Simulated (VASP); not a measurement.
# Ba (P6/mmm) in VASP: a series of runs

Ba is run at these levels: LDA; tasks: single point.

Program: VASP 6.6.1. These are calculated values, not measurements. Logs are shortened: lines on timing, memory, paths and dates and some standing lists are left out, and cuts for length are marked.

## Step 1: The cell of the first run

Symmetry: P6/mmm, No. 191, hexagonal system. The conventional cell has a = 6.777 Å, b = 6.777 Å, c = 4.166 Å, α = 90.00°, β = 90.00°, γ = 120.00°. Within 5.1 Å of Ba (site symmetry -6m2) lie 5 Ba at 3.91 to 4.17 Å.

## Step 2: Single point, LDA

File INCAR:

```
PREC     = Accurate       # precision mode
ENCUT    = 520            # plane-wave cutoff, eV
EDIFF    = 1E-7           # SCF threshold, eV
ISMEAR   = 0              # smearing method
SIGMA    = 0.15           # smearing width, eV
LREAL    = F              # projectors in reciprocal space
LASPH    = T              # aspherical terms in the spheres
NELM     = 100            # most SCF steps
ALGO     = Normal         # electronic algorithm
ISIF     = 2              # what is computed and relaxed
LWAVE    = F              # write WAVECAR
LCHARG   = F              # write CHGCAR
GGA      = CA             # functional
NBANDS   = 17             # bands
```

File KPOINTS:

```
Automatic mesh
0
Gamma
  9 9 14
```

File POSCAR:

```
Ba
1.0
    6.7772952019      0.0000000000      0.0000000000
   -3.3886476010      5.8693098138      0.0000000000
    0.0000000000      0.0000000000      4.1658585113
Ba
2
Direct
    0.3333333333      0.6666666667      0.5000000000
    0.6666666667      0.3333333333      0.5000000000
```

Potentials or basis: VASP PAW LDA potentials, release 64 (Ba_sv).

Started as:

```bash
> cat potpaw_LDA.64/Ba_sv/POTCAR > POTCAR
> mpirun -np 1 vasp_std > vasp.out
```

OUTCAR:

```text
PREC = Accurate
   ENCUT = 520
   EDIFF = 1E-7
   ISMEAR = 0
   LREAL = F
   LASPH = T
   NELM = 100
   ISIF = 2
   GGA = CA

 ion  position               nearest neighbor table
   1  0.333  0.667  0.500-   2 3.91   2 3.91   2 3.91
   2  0.667  0.333  0.500-   1 3.91   1 3.91   1 3.91

  LATTYP: Found a hexagonal cell.
 ALAT       =     6.7772952019
 C/A-ratio  =     0.6146786273

  Lattice vectors:

 A1 = (   6.7772952019,   0.0000000000,   0.0000000000)
 A2 = (  -3.3886476010,   5.8693098138,   0.0000000000)
 A3 = (   0.0000000000,   0.0000000000,   4.1658585113)

Analysis of symmetry for initial positions (statically):
=====================================================================
 Subroutine PRICEL returns:
 Original cell was already a primitive cell.

 Routine SETGRP: Setting up the symmetry group for a
 hexagonal supercell.

 Subroutine GETGRP returns: Found 24 space group operations
 (whereof 24 operations were pure point group operations)
 out of a pool of 24 trial point group operations.

The static configuration has the point symmetry D_6h.

Analysis of symmetry for dynamics (positions and initial velocities):
=====================================================================
 Subroutine PRICEL returns:
 Original cell was already a primitive cell.

 Routine SETGRP: Setting up the symmetry group for a
 hexagonal supercell.

 Subroutine GETGRP returns: Found 24 space group operations
 (whereof 24 operations were pure point group operations)
 out of a pool of 24 trial point group operations.

The dynamic configuration has the point symmetry D_6h.

 Subroutine INISYM returns: Found 24 space group operations
 (whereof 24 operations are pure point group operations),
 and found     1 'primitive' translations

----------------------------------------------------------------------------------------

                                     Primitive cell

  volume of cell :     165.7097

  direct lattice vectors                    reciprocal lattice vectors
     6.777295202  0.000000000  0.000000000     0.147551489  0.085188892  0.000000000
    -3.388647601  5.869309814  0.000000000     0.000000000  0.170377784  0.000000000
     0.000000000  0.000000000  4.165858511     0.000000000  0.000000000  0.240046559

  length of vectors
     6.777295202  6.777295202  4.165858511     0.170377784  0.170377784  0.240046559

  position of ions in fractional coordinates (direct lattice)
     0.333333333  0.666666667  0.500000000
     0.666666667  0.333333333  0.500000000

  ion indices of the primitive-cell ions
   primitive index   ion index
                 1           1
                 2           2

----------------------------------------------------------------------------------------

 KPOINTS: Automatic mesh

Automatic generation of k-mesh.
 Grid dimensions read from file:
 generate k-points for:    9    9   14

 Generating k-lattice:

  Cartesian coordinates                     Fractional coordinates (reciprocal lattice)
     0.016394610  0.009465432  0.000000000     0.111111111  0.000000000  0.000000000
     0.000000000  0.018930865  0.000000000     0.000000000  0.111111111  0.000000000
     0.000000000  0.000000000  0.017146183     0.000000000  0.000000000  0.071428571

  Length of vectors
     0.018930865  0.018930865  0.017146183

  Shift w.r.t. Gamma in fractional coordinates (k-lattice)
     0.000000000  0.000000000  0.000000000

 Subroutine IBZKPT returns following result:
 ===========================================

 Found     96 irreducible k-points:

 Following reciprocal coordinates:
            Coordinates               Weight
  0.000000  0.000000  0.000000      1.000000
  0.111111  0.000000  0.000000      6.000000
  0.222222 -0.000000  0.000000      6.000000
  0.333333  0.000000  0.000000      6.000000
  0.444444 -0.000000  0.000000      6.000000
  0.111111  0.111111  0.000000      6.000000
[... 16 lines left out ...]
  0.333333  0.222222  0.071429     24.000000
  0.333333  0.333333  0.071429      4.000000
 [... further k-points ...]
   k-points           NKPTS =     96   k-points in BZ     NKDIM =     96   number of bands    NBANDS=     17
   number of dos      NEDOS =    301   number of ions     NIONS =      2
   total plane-waves  NPLWV =  80000
   dimension x,y,z NGX =    50 NGY =   50 NGZ =   32
   dimension x,y,z NGXF=   100 NGYF=  100 NGZF=   64
   ions per type =               2
   NGX,Y,Z   is equivalent  to a cutoff of  12.26, 12.26, 12.77 a.u.
   NGXF,Y,Z  is equivalent  to a cutoff of  24.53, 24.53, 25.54 a.u.
 SYSTEM =  unknown system
   PREC   = accura    normal or accurate (medium, high low for compatibility)
   ISTART =      0    job   : 0-new  1-cont  2-samecut
   ICHARG =      2    charge: 1-file 2-atom 10-const
   ISPIN  =      1    spin polarized calculation?
   LNONCOLLINEAR =      F non collinear calculations
   LSORBIT =      F    spin-orbit coupling
   LASPH  =      T    aspherical Exc in radial PAW
   ENCUT  =  520.0 eV  38.22 Ry    6.18 a.u.  12.60 12.60  7.75*2*pi/ulx,y,z
   NELM   =    100;   NELMIN=  2; NELMDL= -5     # of ELM steps
   EDIFF  = 0.1E-06   stopping-criterion for ELM
   LREAL  =      F    real-space projection
   EDIFFG = 0.1E-05   stopping-criterion for IOM
   NSW    =      0    number of steps for IOM
   IBRION =     -1    ionic relax: 0-MD 1-quasi-New 2-CG
   NFREE  =      0    steps in history (QN), initial steepest desc. (CG)
   ISIF   =      2    stress and relaxation
   ISYM   =      2    0-nonsym 1-usesym 2-fastsym
   POTIM  = 0.5000    time-step for ionic-motion
   TEBEG  =    0.0;   TEEND  =   0.0 temperature during run
   PSTRESS=    0.0 pullay stress
   NELECT =      20.0000    total number of electrons
   NUPDOWN=      -1.0000    fix difference up-down
   EMIN   =  10.00;   EMAX   =-10.00  energy-range for DOS
   EFERMI =   0.00;   METHOD = LEGACY
   ISMEAR =     0;   SIGMA  =   0.15  broadening in eV -4-tet -1-fermi 0-gaus
   EFERMI_NEDOS =   21; number of points for ismear=-14 and -15
   IALGO  =     38    algorithm
   IMIX   =      4    mixing-type and parameters
     AMIX     =   0.40;   BMIX     =  1.00
     AMIX_MAG =   1.60;   BMIX_MAG =  1.00
  volume/ion in A,a.u.               =      82.85       559.13
  Fermi-wavevector in a.u.,A,eV,Ry     =   0.809038  1.528860  8.905588  0.654542
  Thomas-Fermi vector in A             =   1.917955
   LORBIT       =      0    0 simple, 1 ext, 2 COOP (PROOUT), +10 PAW based schemes
   GGA     = CA    functional components
   LHFCALC =     F    Hartree Fock is set to
   AEXX    =    0.0000 exact exchange contribution
   IVDW    =     0    specifies the selected vdW correction
   LEPSILON=     F    determine dielectric tensor
   LRPA    =     F    only Hartree local field effects (RPA)
 non-spin polarized calculation
 Gauss-broadening in eV      SIGMA  =   0.15
  energy-cutoff  :      520.00
  volume of cell :      165.71
 maximum number of plane-waves:      4486
   NGX = 25   NGY = 25   NGZ = 15

 number of electron      20.0000000 magnetization

 Free energy of the ion-electron system (eV)
  ---------------------------------------------------
  ext. energy  EPLUGINS =         0.00000000
  ---------------------------------------------------
  free energy    TOTEN  =        -2.83925870 eV

  energy without entropy =       -2.76757794  energy(sigma->0) =       -2.80341832

 E-fermi :   0.3807     XC(G=0):  -6.5978

 val. band max:        0.3773783934   @ k =   0.2222   0.2222   0.5000
 cond. band min:       0.3827803686   @ k =   0.3333   0.0000   0.0714
 fundamental gap:      0.0054019751
 Fermi energy:         0.3807079672

 k-point     1 :       0.0000    0.0000    0.0000
  band No.  band energies     occupation
      1     -28.8909      2.00000
      2     -28.7908      2.00000
      3     -14.3409      2.00000
      4     -14.3409      2.00000
      5     -13.8315      2.00000
      6     -13.8315      2.00000
[... 9 lines left out ...]
     16       2.9375      0.00000
     17       2.9375      0.00000

 k-point     2 :       0.1111    0.0000    0.0000
  band No.  band energies     occupation
      1     -28.8882      2.00000
      2     -28.7935      2.00000
      3     -14.3462      2.00000
      4     -14.3301      2.00000
      5     -13.8433      2.00000
      6     -13.8253      2.00000
[... 9 lines left out ...]
     16       2.9151      0.00000
     17       2.9528      0.00000

 k-point     3 :       0.2222   -0.0000    0.0000
  band No.  band energies     occupation
      1     -28.8808      2.00000
      2     -28.8012      2.00000
      3     -14.3591      2.00000
      4     -14.3001      2.00000
      5     -13.8758      2.00000
      6     -13.8103      2.00000
[... 9 lines left out ...]
     16       2.8625      0.00000
     17       2.9926      0.00000

 k-point     4 :       0.3333    0.0000    0.0000
  band No.  band energies     occupation
      1     -28.8700      2.00000
      2     -28.8122      2.00000
      3     -14.3729      2.00000
      4     -14.2593      2.00000
      5     -13.9194      2.00000
      6     -13.7940      2.00000
[... 9 lines left out ...]
     16       2.8087      0.00000
     17       3.0404      0.00000
[... 343 lines left out ...]
      1     -28.8621      2.00000
      2     -28.8172      2.00000
      3     -14.3851      2.00000
      4     -14.2146      2.00000
      5     -13.9609      2.00000
      6     -13.7923      2.00000
[... 9 lines left out ...]
     16       2.5842      0.00000
     17       3.0971      0.00000

 k-point    23 :       0.3333    0.2222    0.0714
  band No.  band energies     occupation
      1     -28.8511      2.00000
      2     -28.8283      2.00000
      3     -14.3957      2.00000
      4     -14.1614      2.00000
      5     -14.0157      2.00000
      6     -13.7792      2.00000
[... 9 lines left out ...]
     16       2.6017      0.00000
     17       2.9040      0.00000

 k-point    24 :       0.3333    0.3333    0.0714
  band No.  band energies     occupation
      1     -28.8397      2.00000
      2     -28.8397      2.00000
      3     -14.4017      2.00000
      4     -14.0889      2.00000
      5     -14.0889      2.00000
      6     -13.7657      2.00000
[... 9 lines left out ...]
     16       2.3061      0.00000
     17       2.6997      0.00000

 [... further k-points ...]

------------------------ aborting loop because EDIFF is reached ----------------------------------------

  FORCE on cell =-STRESS in cart. coord.  units (eV):
  Direction    XX          YY          ZZ          XY          YZ          ZX
  --------------------------------------------------------------------------------------
  -------------------------------------------------------------------------------------
  Total        0.1036390      0.1036390     -2.0185998     -0.0000000     -0.0000000     -0.0000000
  in kB        1.0020422      1.0020422    -19.5169912     -0.0000000     -0.0000000     -0.0000000
  external PRESSURE =      -5.8376356 kB  Pullay stress =       0.0000000 kB

 VOLUME and BASIS-vectors are now :
 -----------------------------------------------------------------------------
  energy-cutoff  :      520.00
  volume of cell :      165.71
      direct lattice vectors                 reciprocal lattice vectors
     6.777295202  0.000000000  0.000000000     0.147551489  0.085188892  0.000000000
    -3.388647601  5.869309814  0.000000000     0.000000000  0.170377784  0.000000000
     0.000000000  0.000000000  4.165858511     0.000000000  0.000000000  0.240046559

 POSITION                                       TOTAL-FORCE (eV/Angst)
 -----------------------------------------------------------------------------------
     -0.00000      3.91287      2.08293        -0.000000      0.000000      0.000000
      3.38865      1.95644      2.08293         0.000000     -0.000000     -0.000000
 -----------------------------------------------------------------------------------
    total drift:                                0.000000     -0.000000      0.000000

  FREE ENERGIE OF THE ION-ELECTRON SYSTEM (eV)
  ---------------------------------------------------
  free  energy   TOTEN  =        -2.8392586960 eV

  energy  without entropy=       -2.7675779392  energy(sigma->0) =       -2.80341832
```

It took 2.2 min on 1 thread of AMD EPYC 9R45 (Zen 5), shared host; peak memory 0.34 GiB.

Results:

```yaml
Free_energy: -2.8393 eV
Pressure: -0.6 GPa
Band_gap_on_the_k_mesh: zero (band 10 reaches 0.98 eV, above the bottom of band 11 at -0.03 eV)
```

Stress tensor (GPa, compression positive):
```
 0.10  0.00  0.00
 0.00  0.10  0.00
 0.00  0.00 -1.95
```

Caveat: spin-orbit coupling is left out, which moves the levels of the heavy elements.

(Part 1 of 2 ends here.)
